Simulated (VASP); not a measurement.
A run of VASP 6.6.1 is set up as follows.

INCAR

```
PREC = Accurate
ENCUT = 600
EDIFF = 1E-7
ISMEAR = 0
SIGMA = 0.1
LREAL = False
LASPH = True
NELM = 60
ALGO = Normal
ISIF = 3
LWAVE = False
LCHARG = False
GGA = PE
IBRION = 2
NSW = 90
EDIFFG = -0.04
```

File KPOINTS:

```
Automatic mesh
0
Gamma
  6 6 4
```

Contents of POSCAR:

```
Na2SrO2
1.0
    3.6000234500      0.0000000000      0.0000000000
   -1.8000117300      3.1177117600      0.0000000000
    0.0000000000      0.0000000000      6.4513203500
Na Sr O
2 1 2
Direct
    0.6666666700      0.3333333300      0.8006809900
    0.3333333300      0.6666666700      0.1993190100
    0.0000000000      0.0000000000      0.0000000000
    0.6666666700      0.3333333300      0.3537370000
    0.3333333300      0.6666666700      0.6462630000
```

Potentials or basis: VASP PAW PBE potentials, release 64 (Na_pv, Sr_sv, O).

Launch:

```console
$ cat potpaw_PBE.64/Na_pv/POTCAR potpaw_PBE.64/Sr_sv/POTCAR potpaw_PBE.64/O/POTCAR > POTCAR
$ mpirun -np 1 vasp_std > vasp.out
```

Q: What does it give for the relaxed cell?

A: a = 3.798 Å, b = 3.798 Å, c = 6.266 Å, α = 90.00°, β = 90.00°, γ = 120.00°.

Q: Predict the relaxed volume.

A: 15.65 Å³/atom.

Stress tensor (GPa, compression positive):
```
-0.09  0.00  0.00
 0.00 -0.09  0.00
 0.00  0.00  0.00
```
